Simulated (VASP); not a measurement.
# Si16C15 (a cell with a defect) in VASP: single point with PBE

Aim: the single point of Si16C15 (a cell with a defect) with PBE.

Everything below comes from runs of VASP 6.6.1. Logs are shortened: lines on timing, memory, paths and dates and some standing lists are left out, and cuts for length are marked.

### Step 1. The cell of the first run

The cell holds a defect, 31 atoms: a = 7.586 Å, b = 7.586 Å, c = 7.586 Å, α = 109.47°, β = 109.47°, γ = 109.47°.

### Step 2. Single point, PBE, collinear spin

The input, INCAR:

```
SYSTEM = Si16C15
PREC     = Accurate       ! precision mode
ENCUT    = 520            ! plane-wave cutoff, eV
EDIFF    = 1E-7           ! SCF threshold, eV
ISMEAR   = 0              ! smearing method
SIGMA    = 0.02           ! smearing width, eV
LREAL    = Auto         
LASPH    = .True.         ! aspherical terms in the spheres
NELM     = 150            ! most SCF steps
ALGO     = Normal         ! electronic algorithm
ISIF     = 2              ! what is computed and relaxed
LWAVE    = .False.        ! write WAVECAR
LCHARG   = .False.        ! write CHGCAR
ISPIN    = 2              ! spin polarisation
MAGMOM   = 0.5 0 0 0 0.5 0 0 0.5 0.5 0 0 0 0 0 0 0 0 0 0 0 0 0 0 0 0 0 0 0 0 0 0 ! initial moments
LORBIT   = 11             ! projections on sites
GGA      = PE             ! functional
NBANDS   = 87             ! bands
```

The input, KPOINTS:

```
Automatic mesh
0
Gamma
  2 2 2
  0.5 0.5 0.5
```

The input, POSCAR:

```
Si16C15
1.0
   -4.3797259409     -4.3797259409      4.3797259409
    4.3797259409      4.3797259409      4.3797259409
   -4.3797259409      4.3797259409     -4.3797259409
Si C
16 15
Direct
   -0.0021733893      0.2476963503      0.0286224965
    0.2531563968      0.2524491223      0.7568570299
    0.0025406258      0.5029967165      0.7568297377
    0.4983745299      0.2547267065      0.5010238016
    0.2195949341      0.4694193132      0.4720647780
    0.0048364110      0.7482878264      0.5010049914
    0.7402580288      0.2516484678      0.2504301854
    0.5029954397      0.5314408698      0.2504589704
    0.2814683126      0.7529193826      0.2504125211
    0.0017392885     -0.0098536813      0.2504476967
    0.7542635394      0.4977370994     -0.0001224307
    0.4991974098      0.7490820852     -0.0110526587
    0.2477980663      0.0041372876     -0.0001516420
    0.7467524214      0.7460212537      0.7440184497
    0.4961290464     -0.0033832462      0.7440367127
    0.7606826990      0.0105525958      0.5118702025
    0.5071254692      0.5054147617     -0.0035786444
    0.2555003899      0.7569810372     -0.0035881387
    0.7504882795      0.5003699340      0.7504397567
    0.4876230714      0.7374755164      0.7255416985
    0.2504856327      0.0003747114      0.7504398009
   -0.0085684960      0.4952830046      0.5020135183
    0.7611641217      0.7594509802      0.5044873685
    0.5095344065      0.0109969699      0.5044650296
    0.2454288187      0.2413000202      0.5020240187
    0.0133977194      0.7383446262      0.2504417397
    0.7504571061      0.0003588881      0.2504459919
    0.4884359316      0.2633354278      0.2504348756
   -0.0061226754     -0.0102507944     -0.0011146516
    0.7398594590      0.2437420654     -0.0011255948
    0.0125412036      0.2623901205      0.7754398781
```

Potentials or basis: VASP PAW PBE potentials, release 64 (Si, C).

Command:

```console
$ cat potpaw_PBE.64/Si/POTCAR potpaw_PBE.64/C/POTCAR > POTCAR
$ mpirun -np 1 vasp_std > vasp.out
```

OUTCAR:

```text
SYSTEM = Si16C15
   PREC = Accurate
   ENCUT = 520
   EDIFF = 1E-7
   ISMEAR = 0
   LREAL = Auto
   LASPH = .True.
   NELM = 150
   ISIF = 2
   ISPIN = 2
   LORBIT = 11
   GGA = PE

 ion  position               nearest neighbor table
   1  0.998  0.248  0.029-  29 1.88  30 1.88  31 2.00   5 2.75  10 2.97   7 2.97  13 3.07  11 3.07
                            14 3.12  15 3.12
   2  0.253  0.252  0.757-  25 1.89  21 1.89  17 1.89  31 1.90  13 3.04  16 3.05   8 3.07  12 3.08
                            15 3.09   4 3.10   3 3.10  11 3.10   5 3.12   6 3.12  10 3.14
   3  0.003  0.503  0.757-  22 1.89  19 1.89  18 1.89  31 1.90  11 3.04  16 3.05   9 3.07  12 3.08
                            14 3.09   2 3.10   6 3.10  13 3.10   5 3.12   4 3.12   7 3.14
   4  0.498  0.255  0.501-  24 1.89  19 1.89  25 1.89  28 1.90  14 3.04   7 3.05   5 3.07  10 3.08
                            11 3.09   2 3.10  13 3.10  15 3.10   9 3.12   3 3.12  16 3.14
   5  0.220  0.469  0.472-  25 1.88  22 1.88  20 2.00   1 2.75  10 2.97   7 2.97   4 3.07   6 3.07
                             2 3.12   3 3.12
   6  0.005  0.748  0.501-  23 1.89  21 1.89  22 1.89  26 1.90  15 3.04  10 3.05   5 3.07   7 3.08
                            13 3.09  11 3.10  14 3.10   3 3.10   8 3.12   2 3.12  16 3.14
   7  0.740  0.252  0.250-  30 1.89  22 1.89  27 1.93  28 1.94   5 2.97   1 2.97  13 3.05   4 3.05
                             6 3.08  11 3.08  16 3.12  12 3.12  15 3.14   3 3.14
   8  0.503  0.531  0.250-  23 1.88  17 1.88  28 2.00   9 2.74  16 2.97  12 2.97  14 3.07   2 3.07
                             6 3.12  11 3.12
   9  0.281  0.753  0.250-  18 1.88  24 1.88  26 2.00   8 2.74  12 2.97  16 2.97   3 3.07  15 3.07
[... 16 lines left out ...]
  18  0.256  0.757  0.996-   9 1.88  13 1.89  12 1.89   3 1.89
  19  0.750  0.500  0.750-  14 1.89   3 1.89  11 1.89   4 1.89
  20  0.488  0.737  0.726-  14 1.90  15 1.90  12 1.94   5 2.00
  21  0.250  0.000  0.750-  15 1.89   2 1.89  13 1.89   6 1.89
  22  0.991  0.495  0.502-   5 1.88   3 1.89   7 1.89   6 1.89
  23  0.761  0.759  0.504-   8 1.88   6 1.89  16 1.89  14 1.89
  24  0.510  0.011  0.504-   9 1.88   4 1.89  16 1.89  15 1.89
  25  0.245  0.241  0.502-   5 1.88   2 1.89  10 1.89   4 1.89
  26  0.013  0.738  0.250-   6 1.90  11 1.90  10 1.94   9 2.00
  27  0.750  0.000  0.250-  16 1.93  12 1.93  10 1.93   7 1.93
  28  0.488  0.263  0.250-  13 1.90   4 1.90   7 1.94   8 2.00
  29  0.994  0.990  0.999-   1 1.88  14 1.89  10 1.89  13 1.89
  30  0.740  0.244  0.999-   1 1.88  15 1.89   7 1.89  11 1.89
  31  0.013  0.262  0.775-   2 1.90   3 1.90  16 1.94   1 2.00

  LATTYP: Found a body centered cubic cell.
 ALAT       =     8.7594518818

  Lattice vectors:

 A1 = (  -4.3797259409,  -4.3797259409,   4.3797259409)
 A2 = (   4.3797259409,   4.3797259409,   4.3797259409)
 A3 = (  -4.3797259409,   4.3797259409,  -4.3797259409)

Analysis of symmetry for initial positions (statically):
=====================================================================
 Subroutine PRICEL returns:
 Original cell was already a primitive cell.

 Routine SETGRP: Setting up the symmetry group for a
 body centered cubic supercell.

 Subroutine GETGRP returns: Found  1 space group operations
 (whereof  1 operations were pure point group operations)
 out of a pool of 48 trial point group operations.

The static configuration has the point symmetry C_1 .

Analysis of symmetry for dynamics (positions and initial velocities):
=====================================================================
 Subroutine PRICEL returns:
 Original cell was already a primitive cell.

 Routine SETGRP: Setting up the symmetry group for a
 body centered cubic supercell.

 Subroutine GETGRP returns: Found  1 space group operations
 (whereof  1 operations were pure point group operations)
 out of a pool of 48 trial point group operations.

The dynamic configuration has the point symmetry C_1 .

Analysis of structural, dynamic, and magnetic symmetry:
=====================================================================
 Subroutine PRICEL returns:
 Original cell was already a primitive cell.

 Routine SETGRP: Setting up the symmetry group for a
 body centered cubic supercell.
[... 126 lines left out ...]
   total plane-waves  NPLWV = 175616
   dimension x,y,z NGX =    56 NGY =   56 NGZ =   56
   dimension x,y,z NGXF=   112 NGYF=  112 NGZF=  112
   ions per type =              16  15
   NGX,Y,Z   is equivalent  to a cutoff of  12.27, 12.27, 12.27 a.u.
   NGXF,Y,Z  is equivalent  to a cutoff of  24.54, 24.54, 24.54 a.u.
 SYSTEM =  Si16C15
   PREC   = accura    normal or accurate (medium, high low for compatibility)
   ISTART =      0    job   : 0-new  1-cont  2-samecut
   ICHARG =      2    charge: 1-file 2-atom 10-const
   ISPIN  =      2    spin polarized calculation?
   LNONCOLLINEAR =      F non collinear calculations
   LSORBIT =      F    spin-orbit coupling
   LASPH  =      T    aspherical Exc in radial PAW
   ENCUT  =  520.0 eV  38.22 Ry    6.18 a.u.  14.10 14.10 14.10*2*pi/ulx,y,z
   NELM   =    150;   NELMIN=  2; NELMDL= -5     # of ELM steps
   EDIFF  = 0.1E-06   stopping-criterion for ELM
   LREAL  =      T    real-space projection
   EDIFFG = 0.1E-05   stopping-criterion for IOM
   NSW    =      0    number of steps for IOM
   IBRION =     -1    ionic relax: 0-MD 1-quasi-New 2-CG
   NFREE  =      0    steps in history (QN), initial steepest desc. (CG)
   ISIF   =      2    stress and relaxation
   ISYM   =      2    0-nonsym 1-usesym 2-fastsym
   POTIM  = 0.5000    time-step for ionic-motion
   TEBEG  =    0.0;   TEEND  =   0.0 temperature during run
   PSTRESS=    0.0 pullay stress
   NELECT =     124.0000    total number of electrons
   NUPDOWN=      -1.0000    fix difference up-down
   EMIN   =  10.00;   EMAX   =-10.00  energy-range for DOS
   EFERMI =   0.00;   METHOD = LEGACY
   ISMEAR =     0;   SIGMA  =   0.02  broadening in eV -4-tet -1-fermi 0-gaus
   EFERMI_NEDOS =   21; number of points for ismear=-14 and -15
   IALGO  =     38    algorithm
   IMIX   =      4    mixing-type and parameters
     AMIX     =   0.40;   BMIX     =  1.00
     AMIX_MAG =   1.60;   BMIX_MAG =  1.00
  volume/ion in A,a.u.               =      10.84        73.15
  Fermi-wavevector in a.u.,A,eV,Ry     =   1.174217  2.218949 18.759525  1.378786
  Thomas-Fermi vector in A             =   2.310618
   LORBIT       =     11    0 simple, 1 ext, 2 COOP (PROOUT), +10 PAW based schemes
   GGA     = PE    functional components
   LHFCALC =     F    Hartree Fock is set to
   AEXX    =    0.0000 exact exchange contribution
   IVDW    =     0    specifies the selected vdW correction
   LEPSILON=     F    determine dielectric tensor
   LRPA    =     F    only Hartree local field effects (RPA)
 spin polarized calculation
 Gauss-broadening in eV      SIGMA  =   0.02
  energy-cutoff  :      520.00
  volume of cell :      336.05
 maximum number of plane-waves:      9092
   NGX = 29   NGY = 29   NGZ = 29

 number of electron     123.9999998 magnetization      -0.0000304

 number of electron     123.9999998 magnetization       0.0000018

 Free energy of the ion-electron system (eV)
  ---------------------------------------------------
  ext. energy  EPLUGINS =         0.00000000
  ---------------------------------------------------
  free energy    TOTEN  =      -227.43937476 eV

  energy without entropy =     -227.43937476  energy(sigma->0) =     -227.43937476

 E-fermi :   9.0803     XC(G=0): -11.2054

 val. band max:        8.9338458244   @ k =   0.2500   0.2500   0.2500
 cond. band min:       9.7022788139   @ k =   0.2500  -0.2500   0.2500
 fundamental gap:      0.7684329895
 Fermi energy:         9.0803271747

 spin component 1

 k-point     1 :       0.2500    0.2500    0.2500
  band No.  band energies     occupation
      1      -6.3190      1.00000
      2      -6.3186      1.00000
      3      -6.3164      1.00000
      4      -5.9461      1.00000
      5      -3.7117      1.00000
      6      -3.7089      1.00000
[... 297 lines left out ...]
     73      13.0529      0.00000
     74      13.2252      0.00000
 Fermi energy:         9.0803271747

 spin component 2

 k-point     1 :       0.2500    0.2500    0.2500
  band No.  band energies     occupation
      1      -6.3190      1.00000
      2      -6.3186      1.00000
      3      -6.3164      1.00000
      4      -5.9461      1.00000
      5      -3.7117      1.00000
      6      -3.7089      1.00000
[... 297 lines left out ...]
     73      13.0529      0.00000
     74      13.2252      0.00000
 [bands above 74 left out]

------------------------ aborting loop because EDIFF is reached ----------------------------------------

  FORCE on cell =-STRESS in cart. coord.  units (eV):
  Direction    XX          YY          ZZ          XY          YZ          ZX
  --------------------------------------------------------------------------------------
  -------------------------------------------------------------------------------------
  Total       -9.7471214     -9.7482448     10.1536061     -0.0212093      0.0000758     -0.0009697
  in kB      -46.4714433    -46.4767993     48.4094441     -0.1011197      0.0003613     -0.0046232
  external PRESSURE =     -14.8462662 kB  Pullay stress =       0.0000000 kB

 VOLUME and BASIS-vectors are now :
 -----------------------------------------------------------------------------
  energy-cutoff  :      520.00
  volume of cell :      336.05
      direct lattice vectors                 reciprocal lattice vectors
    -4.379725941 -4.379725941  4.379725941    -0.114162394  0.000000000  0.114162394
     4.379725941  4.379725941  4.379725941     0.000000000  0.114162394  0.114162394
    -4.379725941  4.379725941 -4.379725941    -0.114162394  0.114162394  0.000000000

 POSITION                                       TOTAL-FORCE (eV/Angst)
 -----------------------------------------------------------------------------------
     -3.41072     -3.16001      5.32969        -0.012851      0.013453     -0.010860
     -3.31792      3.31173     -1.10041        -0.004672      0.000197      0.001899
     -1.12285      5.50657     -1.10059        -0.001374      0.004032      0.002279
     -3.26146      1.12724      1.10403        -0.004198     -0.006302     -0.001262
     -0.97335      3.16168      0.95018         0.010001     -0.000301     -0.008990
      1.06185      5.45038      1.10421        -0.003801      0.000267     -0.006540
[... 23 lines left out ...]
     -6.54765      2.20194     -0.06689         0.010726      0.010668      0.004609
     -2.30194      4.49048     -2.19209         0.015337     -0.011070      0.009603
 -----------------------------------------------------------------------------------
    total drift:                               -0.001850      0.006138      0.001850

  FREE ENERGIE OF THE ION-ELECTRON SYSTEM (eV)
  ---------------------------------------------------
  free  energy   TOTEN  =      -227.4393747583 eV

  energy  without entropy=     -227.4393747583  energy(sigma->0) =     -227.43937476

 total charge

# of ion       s       p       d       tot
------------------------------------------
    1        0.726   0.892   0.000   1.618
    2        0.707   0.963   0.000   1.670
    3        0.707   0.963   0.000   1.670
    4        0.707   0.962   0.000   1.669
    5        0.726   0.892   0.000   1.618
    6        0.707   0.963   0.000   1.670
[... 23 lines left out ...]
   30        0.841   1.699   0.000   2.540
   31        0.833   1.638   0.000   2.471
--------------------------------------------------
tot         23.955  40.228   0.000  64.184

 magnetization (x)

# of ion       s       p       d       tot
------------------------------------------
    1       -0.000  -0.000   0.000  -0.000
    2       -0.000  -0.000   0.000  -0.000
    3       -0.000  -0.000   0.000  -0.000
    4       -0.000  -0.000   0.000  -0.000
    5       -0.000  -0.000   0.000  -0.000
    6       -0.000  -0.000   0.000  -0.000
[... 23 lines left out ...]
   30        0.000   0.000   0.000   0.000
   31       -0.000  -0.000   0.000  -0.000
--------------------------------------------------
tot         -0.000  -0.000   0.000  -0.000
```

Run time: 13 min. Hardware: 1 thread of Oxide Virtual Turin-like, shared host; peak memory 0.58 GiB.

Results:

| Property | Result |
| --- | --- |
| Free energy | -227.4394 eV |
| Pressure | -1.5 GPa |
| Largest force | 0.022 eV/Å |
| Band gap on the k mesh | 0.77 eV |
| Net moment | 0.00 μB per cell |
| Valence electrons inside the program's atomic spheres | Si 1.62, 1.67, 1.65 (each value once); C 2.54, 2.47, 2.48 (each value once) |

Forces on the atoms (eV/Å):
```
Si  -0.013  0.013 -0.011
Si  -0.005  0.000  0.002
Si  -0.001  0.004  0.002
Si  -0.004 -0.006 -0.001
Si   0.010  0.000 -0.009
Si  -0.004  0.000 -0.007
Si  -0.004 -0.001  0.001
Si   0.002 -0.001  0.006
Si  -0.007 -0.003  0.006
Si   0.003  0.002  0.005
Si   0.002 -0.005 -0.005
Si  -0.003  0.003 -0.004
Si  -0.002 -0.003  0.000
Si  -0.001  0.001  0.002
Si   0.001 -0.003  0.004
Si  -0.001  0.004 -0.007
C    0.011 -0.004 -0.007
C    0.010 -0.010  0.000
C   -0.005  0.002  0.002
C    0.004  0.002  0.007
C   -0.004  0.002  0.002
C    0.011  0.007  0.009
C   -0.002  0.008 -0.005
C   -0.007  0.008  0.000
C   -0.004 -0.007  0.002
C    0.002  0.000 -0.005
C   -0.003  0.001  0.006
C   -0.002 -0.005 -0.009
C   -0.008 -0.010 -0.001
C    0.011  0.011  0.005
C    0.015 -0.011  0.010
```

Levels at points of the mesh, in eV from the valence-band top:
Spin up:
| k point | band 60 | band 61 | band 62 | band 63 | band 64 | band 65 |
| --- | --- | --- | --- | --- | --- | --- |
| (0.25, 0.25, 0.25) | -1.74 | -1.64 | 0.00 | 1.41 | 1.41 | 2.14 |
Spin down:
| k point | band 60 | band 61 | band 62 | band 63 | band 64 | band 65 |
| --- | --- | --- | --- | --- | --- | --- |
| (0.25, 0.25, 0.25) | -1.74 | -1.64 | 0.00 | 1.41 | 1.41 | 2.14 |
